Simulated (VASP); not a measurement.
# NaH2 (C2/m) in VASP: single point with PBE

Aim: the single point of NaH2 with PBE.

All numbers are computed with VASP 6.6.1; they aren't measurements. Logs are shortened: lines on timing, memory, paths and dates and some standing lists are left out, and cuts for length are marked.

## (1) The cell of the first run

It takes space group C2/m (No. 12, monoclinic). The conventional cell has a = 6.164 Å, b = 3.166 Å, c = 2.976 Å, α = 90.00°, β = 90.21°, γ = 90.00°. Na (site symmetry 2/m) has 12 H at 2.29 to 2.55 Å and 2 Na at 2.98 Å within 3.0 Å. Within 2.2 Å of H (site symmetry m) lie 2 H at 1.64 Å.

## (2) Single point, PBE (atoms taken out, then relaxed in part)

Input file INCAR:

```
SYSTEM = NaH2
  ALGO = Normal
  EDIFF = 1E-6
  ENCUT = 520
  GGA = PE
  ISIF = 2
  ISMEAR = 0
  ISYM = 0
  LASPH = .True.
  LCHARG = .False.
  LREAL = .False.
  LWAVE = .False.
  NBANDS = 12
  NELM = 80
  PREC = Accurate
  SIGMA = 0.1
```

Input file KPOINTS:

```
k-points
0
Gamma
  14 12 12
  0 0 0
```

Input file POSCAR:

```
NaH2
1.0
    3.2666270179      4.2456149888      4.2456149888
    3.1193341441      0.9491302246      3.1881417284
    3.1193341441      3.1881417284      0.9491302246
Na H
1 2
Direct
    0.0000000000      0.0000000000      0.0000000000
   -0.0663298263      0.7829492252      0.7829492252
    1.0663298263      0.2170507748      0.2170507748
```

Potentials or basis: VASP PAW PBE potentials, release 64 (Na_pv, H).

Run with:

```console
cat potpaw_PBE.64/Na_pv/POTCAR potpaw_PBE.64/H/POTCAR > POTCAR
mpirun -np 1 vasp_std > vasp.out
```

OUTCAR:

```text
SYSTEM = NaH2
   EDIFF = 1E-6
   ENCUT = 520
   GGA = PE
   ISIF = 2
   ISMEAR = 0
   ISYM = 0
   LASPH = .True.
   LREAL = .False.
   NELM = 80
   PREC = Accurate

 ion  position               nearest neighbor table
   1  0.000  0.000  0.000-
   2  0.934  0.783  0.783-
   3  0.066  0.217  0.217-

IMPORTANT INFORMATION: All symmetrisations will be switched off!
NOSYMM: (Re-)initialisation of all symmetry stuff for point group C_1.

----------------------------------------------------------------------------------------

                                     Primitive cell

  volume of cell :      29.0446

  direct lattice vectors                    reciprocal lattice vectors
     3.266627018  4.245614989  4.245614989    -0.318937177  0.240465610  0.240465610
     3.119334144  0.949130225  3.188141728     0.327289207 -0.349222950  0.097402714
     3.119334144  3.188141728  0.949130225     0.327289207  0.097402714 -0.349222950

  length of vectors
     6.835301408  4.560190935  4.560190935     0.466227779  0.488428278  0.488428278

  position of ions in fractional coordinates (direct lattice)
     0.000000000  0.000000000  0.000000000
     0.933670174  0.782949225  0.782949225
     0.066329826  0.217050775  0.217050775

  ion indices of the primitive-cell ions
   primitive index   ion index
                 1           1
                 2           2
                 3           3

----------------------------------------------------------------------------------------

 KPOINTS: k-points

Automatic generation of k-mesh.
 Grid dimensions read from file:
 generate k-points for:   14   12   12

 Generating k-lattice:

  Cartesian coordinates                     Fractional coordinates (reciprocal lattice)
    -0.022781227  0.017176115  0.017176115     0.071428571  0.000000000  0.000000000
     0.027274101 -0.029101912  0.008116893    -0.000000000  0.083333333  0.000000000
     0.027274101  0.008116893 -0.029101912     0.000000000  0.000000000  0.083333333

  Length of vectors
     0.033301984  0.040702356  0.040702356

  Shift w.r.t. Gamma in fractional coordinates (k-lattice)
     0.000000000  0.000000000  0.000000000

 Subroutine IBZKPT returns following result:
 ===========================================

 Found   1012 irreducible k-points:

 Following reciprocal coordinates:
            Coordinates               Weight
  0.000000  0.000000  0.000000      1.000000
  0.071429  0.000000  0.000000      2.000000
  0.142857  0.000000  0.000000      2.000000
  0.214286 -0.000000 -0.000000      2.000000
  0.285714  0.000000  0.000000      2.000000
  0.357143  0.000000 -0.000000      2.000000
[... 16 lines left out ...]
  0.500000  0.083333 -0.000000      2.000000
  0.500000 -0.000000 -0.083333      2.000000
 [... further k-points ...]
   k-points           NKPTS =   1012   k-points in BZ     NKDIM =   1012   number of bands    NBANDS=     12
   number of dos      NEDOS =    301   number of ions     NIONS =      3
   total plane-waves  NPLWV =  69984
   dimension x,y,z NGX =    54 NGY =   36 NGZ =   36
   dimension x,y,z NGXF=   108 NGYF=   72 NGZF=   72
   ions per type =               1   2
   NGX,Y,Z   is equivalent  to a cutoff of  13.13, 13.12, 13.12 a.u.
   NGXF,Y,Z  is equivalent  to a cutoff of  26.27, 26.25, 26.25 a.u.
 SYSTEM =  NaH2
   PREC   = accura    normal or accurate (medium, high low for compatibility)
   ISTART =      0    job   : 0-new  1-cont  2-samecut
   ICHARG =      2    charge: 1-file 2-atom 10-const
   ISPIN  =      1    spin polarized calculation?
   LNONCOLLINEAR =      F non collinear calculations
   LSORBIT =      F    spin-orbit coupling
   LASPH  =      T    aspherical Exc in radial PAW
   ENCUT  =  520.0 eV  38.22 Ry    6.18 a.u.  12.71  8.48  8.48*2*pi/ulx,y,z
   NELM   =     80;   NELMIN=  2; NELMDL= -5     # of ELM steps
   EDIFF  = 0.1E-05   stopping-criterion for ELM
   LREAL  =      F    real-space projection
   EDIFFG = 0.1E-04   stopping-criterion for IOM
   NSW    =      0    number of steps for IOM
   IBRION =     -1    ionic relax: 0-MD 1-quasi-New 2-CG
   NFREE  =      0    steps in history (QN), initial steepest desc. (CG)
   ISIF   =      2    stress and relaxation
   ISYM   =      0    0-nonsym 1-usesym 2-fastsym
   POTIM  = 0.5000    time-step for ionic-motion
   TEBEG  =    0.0;   TEEND  =   0.0 temperature during run
   PSTRESS=    0.0 pullay stress
   NELECT =       9.0000    total number of electrons
   NUPDOWN=      -1.0000    fix difference up-down
   EMIN   =  10.00;   EMAX   =-10.00  energy-range for DOS
   EFERMI =   0.00;   METHOD = LEGACY
   ISMEAR =     0;   SIGMA  =   0.10  broadening in eV -4-tet -1-fermi 0-gaus
   EFERMI_NEDOS =   21; number of points for ismear=-14 and -15
   IALGO  =     38    algorithm
   IMIX   =      4    mixing-type and parameters
     AMIX     =   0.40;   BMIX     =  1.00
     AMIX_MAG =   1.60;   BMIX_MAG =  1.00
  volume/ion in A,a.u.               =       9.68        65.33
  Fermi-wavevector in a.u.,A,eV,Ry     =   1.107815  2.093467 16.697806  1.227254
  Thomas-Fermi vector in A             =   2.244334
   LORBIT       =      0    0 simple, 1 ext, 2 COOP (PROOUT), +10 PAW based schemes
   GGA     = PE    functional components
   LHFCALC =     F    Hartree Fock is set to
   AEXX    =    0.0000 exact exchange contribution
   IVDW    =     0    specifies the selected vdW correction
   LEPSILON=     F    determine dielectric tensor
   LRPA    =     F    only Hartree local field effects (RPA)
 non-spin polarized calculation
 Gauss-broadening in eV      SIGMA  =   0.10
  energy-cutoff  :      520.00
  volume of cell :       29.04
 maximum number of plane-waves:       801
 NGX is ok and might be reduce to    54
   NGX = 25   NGY = 17   NGZ = 17

 number of electron       8.9999999 magnetization

 Free energy of the ion-electron system (eV)
  ---------------------------------------------------
  ext. energy  EPLUGINS =         0.00000000
  ---------------------------------------------------
  free energy    TOTEN  =        -7.03990770 eV

  energy without entropy =       -7.03818039  energy(sigma->0) =       -7.03904404

 E-fermi :   1.7428     XC(G=0):  -8.4739

 val. band max:        1.7257279826   @ k =  -0.3571   0.2500   0.1667
 cond. band min:       1.7473056404   @ k =   0.1429  -0.4167   0.4167
 fundamental gap:      0.0215776578
 Fermi energy:         1.7428448642

 k-point     1 :       0.0000    0.0000    0.0000
  band No.  band energies     occupation
      1     -22.9032      2.00000
      2     -22.8891      2.00000
      3     -22.8637      2.00000
      4      -6.5691      2.00000
      5       5.5854      0.00000
      6       8.7148      0.00000
      7      11.7347      0.00000
      8      12.3366      0.00000
      9      12.7151      0.00000
     10      12.7822      0.00000
     11      15.2920      0.00000
     12      16.3066      0.00000

 k-point     2 :       0.0714    0.0000    0.0000
  band No.  band energies     occupation
      1     -22.9030      2.00000
      2     -22.8922      2.00000
      3     -22.8721      2.00000
      4      -6.4368      2.00000
      5       5.3742      0.00000
      6       8.2192      0.00000
      7      10.2578      0.00000
      8      12.6235      0.00000
      9      13.2160      0.00000
     10      14.5104      0.00000
     11      15.5709      0.00000
     12      16.6604      0.00000

 k-point     3 :       0.1429    0.0000    0.0000
  band No.  band energies     occupation
      1     -22.9024      2.00000
      2     -22.9015      2.00000
      3     -22.8939      2.00000
      4      -6.0570      2.00000
      5       4.8142      0.00000
      6       7.3042      0.00000
      7       8.8786      0.00000
      8      12.4518      0.00000
      9      14.7385      0.00000
     10      16.1428      0.00000
     11      17.0998      0.00000
     12      17.6102      0.00000

 k-point     4 :       0.2143   -0.0000   -0.0000
  band No.  band energies     occupation
      1     -22.9289      2.00000
      2     -22.9090      2.00000
      3     -22.9014      2.00000
      4      -5.4835      2.00000
      5       4.1120      0.00000
      6       6.3668      0.00000
      7       8.0432      0.00000
      8      12.3440      0.00000
      9      14.5519      0.00000
     10      17.4238      0.00000
     11      18.9445      0.00000
     12      19.1788      0.00000

 k-point     5 :       0.2857    0.0000    0.0000
  band No.  band energies     occupation
      1     -22.9626      2.00000
      2     -22.9194      2.00000
      3     -22.9002      2.00000
      4      -4.8127      2.00000
      5       3.5214      0.00000
      6       5.5506      0.00000
      7       7.6630      0.00000
      8      12.2885      0.00000
      9      12.3639      0.00000
     10      18.9572      0.00000
     11      19.4152      0.00000
     12      20.4420      0.00000

 k-point     6 :       0.3571    0.0000   -0.0000
  band No.  band energies     occupation
      1     -22.9918      2.00000
      2     -22.9271      2.00000
      3     -22.8990      2.00000
      4      -4.1847      2.00000
      5       3.2309      0.00000
      6       4.9907      0.00000
      7       7.5510      0.00000
      8       9.9967      0.00000
      9      12.5084      0.00000
     10      18.1432      0.00000
     11      18.5056      0.00000
     12      21.8333      0.00000

 k-point     7 :       0.4286   -0.0000   -0.0000
  band No.  band energies     occupation
      1     -23.0113      2.00000
      2     -22.9316      2.00000
      3     -22.8981      2.00000
      4      -3.7498      2.00000
      5       3.2455      0.00000
      6       4.7930      0.00000
      7       7.5355      0.00000
      8       8.1963      0.00000
      9      12.7065      0.00000
     10      17.1663      0.00000
     11      17.7659      0.00000
     12      23.3897      0.00000

 k-point     8 :       0.5000   -0.0000   -0.0000
  band No.  band energies     occupation
      1     -23.0181      2.00000
      2     -22.9331      2.00000
      3     -22.8978      2.00000
      4      -3.5984      2.00000
      5       3.3071      0.00000
      6       4.8586      0.00000
      7       7.2660      0.00000
      8       7.6743      0.00000
      9      12.8073      0.00000
     10      16.8010      0.00000
     11      17.4840      0.00000
     12      24.3255      0.00000
[... 166 lines left out ...]
 k-point    20 :      -0.3571   -0.0000   -0.0833
  band No.  band energies     occupation
      1     -22.9546      2.00000
      2     -22.9263      2.00000
      3     -22.9067      2.00000
      4      -4.6343      2.00000
      5       3.0582      0.00000
      6       5.9053      0.00000
      7       7.0302      0.00000
      8      11.9442      0.00000
      9      12.9757      0.00000
     10      17.9619      0.00000
     11      18.7898      0.00000
     12      20.8028      0.00000

 k-point    21 :       0.4286    0.0833   -0.0000
  band No.  band energies     occupation
      1     -22.9849      2.00000
      2     -22.9313      2.00000
      3     -22.9058      2.00000
      4      -4.0284      2.00000
      5       2.8655      0.00000
      6       5.4158      0.00000
      7       6.8776      0.00000
      8       9.7960      0.00000
      9      13.0661      0.00000
     10      16.5912      0.00000
     11      20.0809      0.00000
     12      21.3426      0.00000

 k-point    22 :      -0.4286    0.0000   -0.0833
  band No.  band energies     occupation
      1     -22.9849      2.00000
      2     -22.9313      2.00000
      3     -22.9058      2.00000
      4      -4.0284      2.00000
      5       2.8655      0.00000
      6       5.4158      0.00000
      7       6.8776      0.00000
      8       9.7960      0.00000
      9      13.0661      0.00000
     10      16.5912      0.00000
     11      20.0809      0.00000
     12      21.3426      0.00000

 k-point    23 :       0.5000    0.0833   -0.0000
  band No.  band energies     occupation
      1     -23.0071      2.00000
      2     -22.9326      2.00000
      3     -22.9046      2.00000
      4      -3.6300      2.00000
      5       2.9969      0.00000
      6       5.1521      0.00000
      7       6.9389      0.00000
      8       8.0973      0.00000
      9      13.3390      0.00000
     10      15.5673      0.00000
     11      19.6606      0.00000
     12      22.9138      0.00000

 k-point    24 :       0.5000   -0.0000   -0.0833
  band No.  band energies     occupation
      1     -23.0071      2.00000
      2     -22.9326      2.00000
      3     -22.9046      2.00000
      4      -3.6300      2.00000
      5       2.9969      0.00000
      6       5.1521      0.00000
      7       6.9389      0.00000
      8       8.0973      0.00000
      9      13.3390      0.00000
     10      15.5673      0.00000
     11      19.6606      0.00000
     12      22.9138      0.00000

 [... further k-points ...]

------------------------ aborting loop because EDIFF is reached ----------------------------------------

  FORCE on cell =-STRESS in cart. coord.  units (eV):
  Direction    XX          YY          ZZ          XY          YZ          ZX
  --------------------------------------------------------------------------------------
  -------------------------------------------------------------------------------------
  Total       -0.0065688     -0.0106415     -0.0106415      0.0076393      0.0094416      0.0076391
  in kB       -0.3623521     -0.5870141     -0.5870152      0.4214051      0.5208229      0.4213935
  external PRESSURE =      -0.5121271 kB  Pullay stress =       0.0000000 kB

 VOLUME and BASIS-vectors are now :
 -----------------------------------------------------------------------------
  energy-cutoff  :      520.00
  volume of cell :       29.04
      direct lattice vectors                 reciprocal lattice vectors
     3.266627018  4.245614989  4.245614989    -0.318937177  0.240465610  0.240465610
     3.119334144  0.949130225  3.188141728     0.327289207 -0.349222950  0.097402714
     3.119334144  3.188141728  0.949130225     0.327289207  0.097402714 -0.349222950

 POSITION                                       TOTAL-FORCE (eV/Angst)
 -----------------------------------------------------------------------------------
      0.00000      0.00000      0.00000         0.000000      0.000000      0.000000
      7.93451      7.20328      7.20328        -0.000018     -0.001323     -0.001323
      1.57078      1.17961      1.17961         0.000018      0.001323      0.001323
 -----------------------------------------------------------------------------------
    total drift:                                0.000000     -0.000000      0.000000

  FREE ENERGIE OF THE ION-ELECTRON SYSTEM (eV)
  ---------------------------------------------------
  free  energy   TOTEN  =        -7.0399076953 eV

  energy  without entropy=       -7.0381803853  energy(sigma->0) =       -7.03904404
```

Wall time 11 min (1 thread of Intel Xeon Platinum 8488C (Sapphire Rapids), shared host); peak memory 0.48 GiB.

Results:

```
Free energy            : -7.0399 eV
Pressure               : -0.1 GPa
Band gap on the k mesh : zero (an odd number of electrons rules out a gap without spin polarisation)
```

Stress tensor (GPa, compression positive):
```
-0.04  0.04  0.04
 0.04 -0.06  0.05
 0.04  0.05 -0.06
```

Caveat: the cell differs from its parent crystal (atoms taken out, then relaxed in part).
